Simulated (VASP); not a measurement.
Crystal: Sn.

```
CELL_PARAMETERS angstrom
-1.89465 1.89465 1.89465
1.89465 -1.89465 1.89465
1.89465 1.89465 -1.89465
ATOMIC_POSITIONS crystal
Sn 0.00000 0.00000 0.00000
```

Program: VASP 6.6.1. Alike in all runs: task single point; no spin polarisation; cell as given; k mesh 6 × 6 × 6.

Q: Order these runs on this cell by their pressure, lowest first.
A. level PBE+D3(BJ); potentials or basis VASP PAW PBE potentials, release 64 (Sn_d); cutoff (eV) 520; smearing gaussian 0.21 eV
B. level RPBE; potentials or basis VASP PAW PBE potentials, release 64 (Sn_d); cutoff (eV) 500; smearing tetrahedron
C. level LDA; potentials or basis VASP PAW LDA potentials, release 64 (Sn_d); cutoff (eV) 500; smearing gaussian 0.1 eV
D. level RPBE; potentials or basis VASP PAW PBE potentials, release 64 (Sn_d); cutoff (eV) 500; smearing gaussian 0.1 eV
E. level PBE; potentials or basis VASP PAW PBE potentials, release 64 (Sn_d); cutoff (eV) 520; smearing gaussian 0.1 eV

A: C (-3.5 GPa), A (-1.5 GPa), E (0.5 GPa), D (2.2 GPa), B (6.4 GPa).

Caveats: all runs use coarse meshes; the PAW data sets were made with another functional, which shifts forces and pressure a little (some runs); three body term missing (some runs); pairwise dispersion overbinds metals, which lowers pressure and volume (some runs).
